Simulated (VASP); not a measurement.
# BRu5 (P6/mmm) in VASP: single point with PBE

Aim: the single point of BRu5 with PBE.

All numbers are computed with VASP 6.6.1; they aren't measurements. Logs are shortened: lines on timing, memory, paths and dates and some standing lists are left out, and cuts for length are marked.

## Step 1: The cell of the first run

Symmetry: P6/mmm, No. 191, hexagonal system. The conventional cell has a = 4.036 Å, b = 4.036 Å, c = 5.478 Å, α = 90.00°, β = 90.00°, γ = 120.00°. B (site symmetry 6/mmm) has 14 Ru at 2.74 to 2.84 Å within 3.6 Å. Ru (site symmetry 3m) has 7 Ru at 2.24 to 2.58 Å and 3 B at 2.84 Å within 3.0 Å. Within 3.4 Å of Ru (site symmetry 6/mmm) lie 12 Ru at 2.58 Å and 2 B at 2.74 Å.

## Step 2: Single point, PBE

The input, INCAR:

```
ALGO = Normal
EDIFF = 1E-7
ENCUT = 520
GGA = PE
ISIF = 2
ISMEAR = 0
LASPH = True
LCHARG = False
LREAL = False
LWAVE = False
NBANDS = 46
NELM = 60
PREC = Accurate
SIGMA = 0.1
```

The input, KPOINTS:

```
k-points
0
Gamma
  6 6 4
```

The input, POSCAR:

```
BRu5
1.0
    4.0356864000      0.0000000000      0.0000000000
   -2.0178432000      3.4950069400      0.0000000000
    0.0000000000      0.0000000000      5.4782456200
B Ru
1 5
Direct
    0.0000000000      0.0000000000      0.5000000000
    0.6666666700      0.3333333300      0.7959949400
    0.0000000000      0.0000000000      0.0000000000
    0.6666666700      0.3333333300      0.2040050600
    0.3333333300      0.6666666700      0.2040050600
    0.3333333300      0.6666666700      0.7959949400
```

Potentials or basis: VASP PAW PBE potentials, release 64 (B, Ru_pv).

Started as:

```
$ cat potpaw_PBE.64/B/POTCAR potpaw_PBE.64/Ru_pv/POTCAR > POTCAR
$ mpirun -np 1 vasp_std > vasp.out
```

OUTCAR:

```text
EDIFF = 1E-7
   ENCUT = 520
   GGA = PE
   ISIF = 2
   ISMEAR = 0
   LASPH = True
   LREAL = False
   NELM = 60
   PREC = Accurate

 ion  position               nearest neighbor table
   1  0.000  0.000  0.500-   3 2.74   3 2.74
   2  0.667  0.333  0.796-   4 2.24   6 2.33   6 2.33   6 2.33   3 2.58   3 2.58   3 2.58   5 3.23
                             5 3.23   5 3.23   4 3.24
   3  0.000  0.000  0.000-   2 2.58   4 2.58   5 2.58   6 2.58   5 2.58   6 2.58   2 2.58   4 2.58
                             2 2.58   4 2.58   5 2.58   6 2.58   1 2.74   1 2.74
   4  0.667  0.333  0.204-   2 2.24   5 2.33   5 2.33   5 2.33   3 2.58   3 2.58   3 2.58   6 3.23
                             6 3.23   6 3.23   2 3.24
   5  0.333  0.667  0.204-   6 2.24   4 2.33   4 2.33   4 2.33   3 2.58   3 2.58   3 2.58   2 3.23
                             2 3.23   2 3.23   6 3.24
   6  0.333  0.667  0.796-   5 2.24   2 2.33   2 2.33   2 2.33   3 2.58   3 2.58   3 2.58   4 3.23
                             4 3.23   4 3.23   5 3.24

  LATTYP: Found a hexagonal cell.
 ALAT       =     4.0356864000
 C/A-ratio  =     1.3574507722

  Lattice vectors:

 A1 = (   4.0356864000,   0.0000000000,   0.0000000000)
 A2 = (  -2.0178432000,   3.4950069400,   0.0000000000)
 A3 = (   0.0000000000,   0.0000000000,   5.4782456200)

Analysis of symmetry for initial positions (statically):
=====================================================================
 Subroutine PRICEL returns:
 Original cell was already a primitive cell.

 Routine SETGRP: Setting up the symmetry group for a
 hexagonal supercell.

 Subroutine GETGRP returns: Found 24 space group operations
 (whereof 24 operations were pure point group operations)
 out of a pool of 24 trial point group operations.

The static configuration has the point symmetry D_6h.

Analysis of symmetry for dynamics (positions and initial velocities):
=====================================================================
 Subroutine PRICEL returns:
 Original cell was already a primitive cell.

 Routine SETGRP: Setting up the symmetry group for a
 hexagonal supercell.

 Subroutine GETGRP returns: Found 24 space group operations
 (whereof 24 operations were pure point group operations)
 out of a pool of 24 trial point group operations.

The dynamic configuration has the point symmetry D_6h.

 Subroutine INISYM returns: Found 24 space group operations
 (whereof 24 operations are pure point group operations),
 and found     1 'primitive' translations

----------------------------------------------------------------------------------------

                                     Primitive cell

  volume of cell :      77.2693

  direct lattice vectors                    reciprocal lattice vectors
     4.035686400  0.000000000  0.000000000     0.247789323  0.143061232  0.000000000
    -2.017843200  3.495006940  0.000000000     0.000000000  0.286122465  0.000000000
     0.000000000  0.000000000  5.478245620     0.000000000  0.000000000  0.182540191

  length of vectors
     4.035686400  4.035686396  5.478245620     0.286122465  0.286122465  0.182540191

  position of ions in fractional coordinates (direct lattice)
     0.000000000  0.000000000  0.500000000
     0.666666670  0.333333330  0.795994940
     0.000000000  0.000000000  0.000000000
     0.666666670  0.333333330  0.204005060
     0.333333330  0.666666670  0.204005060
     0.333333330  0.666666670  0.795994940

  ion indices of the primitive-cell ions
   primitive index   ion index
                 1           1
                 2           2
                 3           3
                 4           4
                 5           5
                 6           6

----------------------------------------------------------------------------------------

 KPOINTS: k-points

Automatic generation of k-mesh.
 Grid dimensions read from file:
 generate k-points for:    6    6    4

 Generating k-lattice:

  Cartesian coordinates                     Fractional coordinates (reciprocal lattice)
     0.041298220  0.023843539  0.000000000     0.166666667  0.000000000  0.000000000
     0.000000000  0.047687077  0.000000000     0.000000000  0.166666667  0.000000000
     0.000000000  0.000000000  0.045635048     0.000000000  0.000000000  0.250000000

  Length of vectors
     0.047687077  0.047687077  0.045635048

  Shift w.r.t. Gamma in fractional coordinates (k-lattice)
     0.000000000  0.000000000  0.000000000

 Subroutine IBZKPT returns following result:
 ===========================================

 Found     21 irreducible k-points:

 Following reciprocal coordinates:
            Coordinates               Weight
  0.000000  0.000000  0.000000      1.000000
  0.166667  0.000000  0.000000      6.000000
  0.333333  0.000000  0.000000      6.000000
  0.500000  0.000000  0.000000      3.000000
  0.166667  0.166667  0.000000      6.000000
  0.333333  0.166667  0.000000     12.000000
[... 13 lines left out ...]
  0.333333  0.166667  0.500000     12.000000
  0.333333  0.333333  0.500000      2.000000
   k-points           NKPTS =     21   k-points in BZ     NKDIM =     21   number of bands    NBANDS=     46
   number of dos      NEDOS =    301   number of ions     NIONS =      6
   total plane-waves  NPLWV =  37800
   dimension x,y,z NGX =    30 NGY =   30 NGZ =   42
   dimension x,y,z NGXF=    60 NGYF=   60 NGZF=   84
   ions per type =               1   5
   NGX,Y,Z   is equivalent  to a cutoff of  12.36, 12.36, 12.75 a.u.
   NGXF,Y,Z  is equivalent  to a cutoff of  24.72, 24.72, 25.49 a.u.
 SYSTEM =  unknown system
   PREC   = accura    normal or accurate (medium, high low for compatibility)
   ISTART =      0    job   : 0-new  1-cont  2-samecut
   ICHARG =      2    charge: 1-file 2-atom 10-const
   ISPIN  =      1    spin polarized calculation?
   LNONCOLLINEAR =      F non collinear calculations
   LSORBIT =      F    spin-orbit coupling
   LASPH  =      T    aspherical Exc in radial PAW
   ENCUT  =  520.0 eV  38.22 Ry    6.18 a.u.   7.50  7.50 10.19*2*pi/ulx,y,z
   NELM   =     60;   NELMIN=  2; NELMDL= -5     # of ELM steps
   EDIFF  = 0.1E-06   stopping-criterion for ELM
   LREAL  =      F    real-space projection
   EDIFFG = 0.1E-05   stopping-criterion for IOM
   NSW    =      0    number of steps for IOM
   IBRION =     -1    ionic relax: 0-MD 1-quasi-New 2-CG
   NFREE  =      0    steps in history (QN), initial steepest desc. (CG)
   ISIF   =      2    stress and relaxation
   ISYM   =      2    0-nonsym 1-usesym 2-fastsym
   POTIM  = 0.5000    time-step for ionic-motion
   TEBEG  =    0.0;   TEEND  =   0.0 temperature during run
   PSTRESS=    0.0 pullay stress
   NELECT =      73.0000    total number of electrons
   NUPDOWN=      -1.0000    fix difference up-down
   EMIN   =  10.00;   EMAX   =-10.00  energy-range for DOS
   EFERMI =   0.00;   METHOD = LEGACY
   ISMEAR =     0;   SIGMA  =   0.10  broadening in eV -4-tet -1-fermi 0-gaus
   EFERMI_NEDOS =   21; number of points for ismear=-14 and -15
   IALGO  =     38    algorithm
   IMIX   =      4    mixing-type and parameters
     AMIX     =   0.40;   BMIX     =  1.00
     AMIX_MAG =   1.60;   BMIX_MAG =  1.00
  volume/ion in A,a.u.               =      12.88        86.91
  Fermi-wavevector in a.u.,A,eV,Ry     =   1.606374  3.035608 35.109004  2.580439
  Thomas-Fermi vector in A             =   2.702572
   LORBIT       =      0    0 simple, 1 ext, 2 COOP (PROOUT), +10 PAW based schemes
   GGA     = PE    functional components
   LHFCALC =     F    Hartree Fock is set to
   AEXX    =    0.0000 exact exchange contribution
   IVDW    =     0    specifies the selected vdW correction
   LEPSILON=     F    determine dielectric tensor
   LRPA    =     F    only Hartree local field effects (RPA)
 non-spin polarized calculation
 Gauss-broadening in eV      SIGMA  =   0.10
  energy-cutoff  :      520.00
  volume of cell :       77.27
 maximum number of plane-waves:      2099
 NGX is ok and might be reduce to    30
   NGX = 15   NGY = 15   NGZ = 21

 number of electron      72.9999981 magnetization

 Free energy of the ion-electron system (eV)
  ---------------------------------------------------
  ext. energy  EPLUGINS =         0.00000000
  ---------------------------------------------------
  free energy    TOTEN  =       -44.16761457 eV

  energy without entropy =      -44.12331189  energy(sigma->0) =      -44.14546323

 E-fermi :  12.2282     XC(G=0): -13.5551

 val. band max:       12.2219686353   @ k =   0.1667   0.1667   0.5000
 cond. band min:      12.2654461804   @ k =   0.3333   0.0000   0.2500
 fundamental gap:      0.0434775452
 Fermi energy:        12.2281875467

 k-point     1 :       0.0000    0.0000    0.0000
  band No.  band energies     occupation
      1     -32.0616      2.00000
      2     -31.9343      2.00000
      3     -31.9343      2.00000
      4     -31.7251      2.00000
      5     -31.7251      2.00000
      6     -31.6539      2.00000
[... 38 lines left out ...]
     45      15.2286      0.00000
     46      16.4497      0.00000

 k-point     2 :       0.1667    0.0000    0.0000
  band No.  band energies     occupation
      1     -32.0637      2.00000
      2     -32.0154      2.00000
      3     -31.9138      2.00000
      4     -31.7547      2.00000
      5     -31.6783      2.00000
      6     -31.6698      2.00000
[... 38 lines left out ...]
     45      15.1151      0.00000
     46      17.5256      0.00000

 k-point     3 :       0.3333    0.0000    0.0000
  band No.  band energies     occupation
      1     -32.1426      2.00000
      2     -32.0478      2.00000
      3     -31.8097      2.00000
      4     -31.7930      2.00000
      5     -31.7259      2.00000
      6     -31.5698      2.00000
[... 871 lines left out ...]
     45      15.2958      0.00000
     46      15.9832      0.00000

 k-point    21 :       0.3333    0.3333    0.5000
  band No.  band energies     occupation
      1     -32.0993      2.00000
      2     -31.9744      2.00000
      3     -31.9014      2.00000
      4     -31.9014      2.00000
      5     -31.4294      2.00000
      6     -31.4294      2.00000
[... 38 lines left out ...]
     45      15.2220      0.00000
     46      15.2220      0.00000

------------------------ aborting loop because EDIFF is reached ----------------------------------------

  FORCE on cell =-STRESS in cart. coord.  units (eV):
  Direction    XX          YY          ZZ          XY          YZ          ZX
  --------------------------------------------------------------------------------------
  -------------------------------------------------------------------------------------
  Total       30.2072978     30.2072977     12.1606175      0.0000000      0.0000000      0.0000000
  in kB      626.3477261    626.3477246    252.1501642      0.0000000      0.0000000      0.0000000
  external PRESSURE =     501.6152050 kB  Pullay stress =       0.0000000 kB

 VOLUME and BASIS-vectors are now :
 -----------------------------------------------------------------------------
  energy-cutoff  :      520.00
  volume of cell :       77.27
      direct lattice vectors                 reciprocal lattice vectors
     4.035686400  0.000000000  0.000000000     0.247789323  0.143061232  0.000000000
    -2.017843200  3.495006940  0.000000000     0.000000000  0.286122465  0.000000000
     0.000000000  0.000000000  5.478245620     0.000000000  0.000000000  0.182540191

 POSITION                                       TOTAL-FORCE (eV/Angst)
 -----------------------------------------------------------------------------------
      0.00000      0.00000      2.73912        -0.000000      0.000000      0.000000
      2.01784      1.16500      4.36066         0.000000     -0.000000     -5.897596
      0.00000      0.00000      0.00000        -0.000000      0.000000      0.000000
      2.01784      1.16500      1.11759        -0.000000     -0.000000      5.897596
     -0.00000      2.33000      1.11759         0.000000      0.000000      5.897596
     -0.00000      2.33000      4.36066         0.000000      0.000000     -5.897596
 -----------------------------------------------------------------------------------
    total drift:                               -0.000000      0.000000      0.000000

  FREE ENERGIE OF THE ION-ELECTRON SYSTEM (eV)
  ---------------------------------------------------
  free  energy   TOTEN  =       -44.1676145663 eV

  energy  without entropy=      -44.1233118912  energy(sigma->0) =      -44.14546323
```

Wall time 2 min (1 thread of Intel Xeon Platinum 8259CL at 2.50GHz (Skylake/Cascade Lake), shared host); peak memory 0.21 GiB.

Results:

| Quantity | Value |
| --- | --- |
| Free energy | -44.1676 eV |
| Pressure | 50.2 GPa |
| Largest force | 5.898 eV/Å |

Forces in eV/Å, atoms in the order of the input:
```
B    0.000  0.000  0.000
Ru   0.000  0.000 -5.898
Ru   0.000  0.000  0.000
Ru   0.000  0.000  5.898
Ru   0.000  0.000  5.898
Ru   0.000  0.000 -5.898
```

Levels at points of the mesh, in eV from the Fermi level:
| k point | band 35 | band 36 | band 37 | band 38 | band 39 | band 40 |
| --- | --- | --- | --- | --- | --- | --- |
| (0.00, 0.00, 0.00) | -0.70 | -0.70 | 0.25 | 0.25 | 0.37 | 0.50 |
| (0.50, 0.00, 0.00) | -0.43 | -0.41 | -0.31 | 0.35 | 0.56 | 0.59 |
| (0.00, 0.00, 0.50) | -1.88 | -1.23 | -1.23 | -0.27 | -0.27 | 1.16 |
| (0.50, 0.00, 0.50) | -0.38 | -0.35 | 0.34 | 0.47 | 0.80 | 0.88 |

Caveat: forces of over 1 eV/Å act on the atoms, so gaps and moduli don't describe the material at rest.
